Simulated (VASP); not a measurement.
Here is a VASP 6.6.1 calculation.

File INCAR:

```
PREC     = Accurate       # precision mode
ENCUT    = 520            # plane-wave cutoff, eV
EDIFF    = 1E-7           # SCF threshold, eV
ISMEAR   = 0              # smearing method
SIGMA    = 0.02           # smearing width, eV
LREAL    = Auto         
LASPH    = True           # aspherical terms in the spheres
NELM     = 60             # most SCF steps
ALGO     = Normal         # electronic algorithm
ISIF     = 2              # what is computed and relaxed
LWAVE    = False          # write WAVECAR
LCHARG   = False          # write CHGCAR
GGA      = PE             # functional
NBANDS   = 182            # bands
```

KPOINTS

```
Automatic mesh
0
Gamma
  2 2 2
  0.5 0.5 0.5
```

File POSCAR:

```
Zn18O17
1.0
    0.0000000000      5.6802364152     -5.2932739790
    4.9192290350     -2.8401182076     -5.2932739790
   -4.9192290350     -2.8401182076     -5.2932739790
Zn O
18 17
Direct
    0.0629723165      0.0534357912      0.3963055759
    0.4017375636      0.7183647893      0.3928042210
    0.0605695654      0.3851550648      0.0483242346
    0.7149906463      0.3851551606      0.3939028729
    0.3921514127      0.0470591771      0.0544269983
    0.0594709410      0.7183647799      0.7350708530
    0.7263440551      0.7190492726      0.0596774530
    0.3929374343      0.3753310598      0.7262708083
    0.7210937329      0.0470591204      0.7254847388
    0.7789909488      0.1151705999      0.1123244222
    0.1141413272      0.7923626278      0.1063079684
    0.7766670024      0.4457676012      0.7784406661
    0.4451073029      0.4457676059      0.1100003569
    0.1096377555      0.1225803388      0.7545730714
    0.7729745484      0.7923625886      0.4474746015
    0.4430701376      0.7759949294      0.7764035300
    0.1031518089      0.4915999646      0.4364852306
    0.4212397464      0.1225801873      0.4429710431
    1.1589654028      0.2406212111      0.4922984538
    0.3263492032      0.9708774257      0.3126218379
    0.9902557096      0.6460718813      0.9969528807
    0.6636194511      0.6460718389      0.3235889887
    0.3209934224      0.3122579374      0.9858220216
    0.9792885469      0.9708775077      0.6596826052
    0.6558483315      0.9816273927      0.9891816253
    0.3198761468      0.6340043415      0.6532093835
    0.6524886623      0.3122579365      0.6543267827
    0.9325659183      0.9372114526      0.2658993473
    0.2694533200      0.6083741165      0.2543979166
    0.9329800214      0.2633095634      0.9239970364
    0.5906636099      0.2633096423      0.2663133650
    0.2602435684      0.9396689558      0.9138352328
    0.9210646043      0.6083741068      0.6027866459
    0.5961772306      0.5986162111      0.9295105420
    0.5805018347      0.9396689799      0.5935769423
```

Potentials or basis: VASP PAW PBE potentials, release 64 (Zn, O).

The run is started by

```sh
$ cat potpaw_PBE.64/Zn/POTCAR potpaw_PBE.64/O/POTCAR > POTCAR
$ mpirun -np 1 vasp_std > vasp.out
```

(1) What does it give for the largest force?

(2) Predict the band gap on the k mesh.

Results:

(1) 1.014 eV/Å.

(2) 0.83 eV.
